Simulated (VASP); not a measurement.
Runs of VASP 6.6.1 on Hf. The structure is that of space group Fm-3m (No. 225), or close to it. The cells are those of the table. 

| task | level | potentials or basis | spin | cell | k mesh | gap on the mesh (eV) | pressure (GPa) | moment (μB) |
| --- | --- | --- | --- | --- | --- | --- | --- | --- |
| electric field gradients | PBEsol | VASP PAW PBE potentials, release 64 (Hf_pv) | off | a = 3.181 Å, angles 60.0°, 1 atom | 16 × 16 × 16 | none | -5.7 | - |
| single point | PBE | VASP PAW PBE potentials, release 64 (Hf_pv) | off | a = 3.140 Å, angles 60.0°, 1 atom | 8 × 8 × 8 | none | 2.9 | - |
| electric field gradients | PBE | VASP PAW PBE potentials, release 64 (Hf_pv) | non-collinear, zero start, SOC | a = 3.140 Å, angles 60.0°, 1 atom | 16 × 16 × 16 | - | 2.2 | 0.00 |
| single point | PBE | VASP PAW PBE potentials, release 64 (Hf_pv) | non-collinear, zero start, SOC | a = 3.140 Å, angles 60.0°, 1 atom | 16 × 16 × 16 | - | 2.2 | 0.00 |
| electric field gradients | LDA | VASP PAW LDA potentials, release 64 (Hf_pv) | off | a = 3.140 Å, angles 60.0°, 1 atom | 16 × 16 × 16 | none | (b) | - |
| electric field gradients | PBE | VASP PAW PBE potentials, release 64 (Hf_pv) | off | a = 3.155 Å, angles 59.3°, 1 atom | 16 × 16 × 16 | none | 2.7 | - |
| single point | PBEsol | VASP PAW PBE potentials, release 64 (Hf_pv) | off | a = 3.140 Å, angles 60.0°, 1 atom | 16 × 16 × 16 | none | (a) | - |
| electric field gradients | r2SCAN | VASP PAW PBE potentials, release 64 (Hf_pv) | off | a = 3.140 Å, angles 60.0°, 1 atom | 16 × 16 × 16 | none | 2.3 | - |

Alike in all rows: cutoff (eV) 520; smearing fermi-dirac 0.03 eV.

Task: Fill in the values left out.

Result: (a) -2.0; (b) -5.8.

Caveats: spin-orbit coupling is left out, which moves the levels of the heavy elements (some runs); the PAW data sets were made with another functional, which shifts forces and pressure a little (some runs).

A k mesh can miss the band edges, and rows without SOC leave out spin-orbit coupling on Hf.

A gap of «none» marks levels without a gap at the run's occupations.
